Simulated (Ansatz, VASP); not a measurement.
# Mg2O: VASP beside Ansatz

```xyz
6
Lattice="3.0738 0.0000 0.0000 -1.5369 2.6620 0.0000 0.0000 0.0000 10.1372" Properties=species:S:1:pos:R:3 pbc="T T T"
Mg    0.0000    0.0000    0.0000
Mg    0.0000    1.7746    7.6715
Mg    1.5369    0.8873    2.4656
Mg    0.0000    0.0000    5.0686
O     0.0000    1.7746    1.2179
O     1.5369    0.8873    8.9192
```

Alike in both runs: task relaxation of cell and atoms; functional PBE; k mesh 12 × 12 × 4; occupations gaussian, width 0.1 eV; no spin polarisation.

```csv
,VASP,Ansatz
version,VASP 6.6.1,Ansatz 0.2.0
potentials or method,"VASP PAW PBE potentials, release 64 (Mg, O), cutoff 600 eV","scalar-relativistic, plane waves, PAW"
valence electrons in the cell,20,52
```

Ansatz gave:

| Property | Result |
| --- | --- |
| gap on the k mesh at the Fermi level, each at its own relaxed structure (eV) | none |
| relaxed volume (Å³/atom) | 13.81 |
| relaxed length of the cell vector where the two differ most in proportion (Å) | 10.103 |

**Question.** Which values does VASP return?

**Answer.** gap on the k mesh at the Fermi level, each at its own relaxed structure (eV): none; relaxed volume (Å³/atom): 13.72; relaxed length of the cell vector where the two differ most in proportion (Å): 10.077.

A gap of «none» marks a metal or a gap that the smearing closes. VASP's potentials hold 20 valence electrons a cell and Ansatz's 52, so a difference there can come from the potentials and not from the codes.
